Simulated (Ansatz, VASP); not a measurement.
## One calculation of GdY2O2, two programs

```xyz
5
Lattice="6.0225 0.0000 0.0000 -3.0112 5.2156 0.0000 0.0000 0.0000 9.0494" Properties=species:S:1:pos:R:3 pbc="T T T"
Y     0.0000    3.4771    4.5247
Y     3.0112    1.7385    4.5247
Gd    0.0000    0.0000    4.5247
O     0.0000    0.0000    6.4563
O     0.0000    0.0000    2.5930
```

Alike in both runs: functional PBE; k mesh 6 × 6 × 4; occupations gaussian, width 0.1 eV; collinear spin.

Ansatz relaxed the structure, and its values are those at the end. VASP's run is a single point on that final structure, the one shown.

|  | VASP | Ansatz |
| --- | --- | --- |
| version | VASP 6.6.1 | Ansatz 0.2.0 |
| potentials or method | VASP PAW PBE potentials, release 64 (Y_sv, Gd, O), cutoff 520 eV | scalar-relativistic, plane waves, PAW |
| valence electrons in the cell | 52 | 52 |

VASP gave:

| Property | Result |
| --- | --- |
| gap on the k mesh at the Fermi level (eV) | none |
| pressure (GPa) | 0.2 |
| rms of the force components (eV/Å) | 0.098 |
| net moment per atom (μB) | 1.07 |
| size of the moment on the site where the two differ most (μB) | 6.41 |

Problem. Estimate Ansatz's values.

Solution. gap on the k mesh at the Fermi level (eV): none; pressure (GPa): 0.0; rms of the force components (eV/Å): 0.001; net moment per atom (μB): 1.07; size of the moment on the site where the two differ most (μB): 6.19.

Site moments also hang on the region over which each program counts them. A gap of «none» marks a metal or a gap that the smearing closes. Ansatz's warnings: xc potential rough in thin density.

Neither program's run includes spin-orbit coupling.
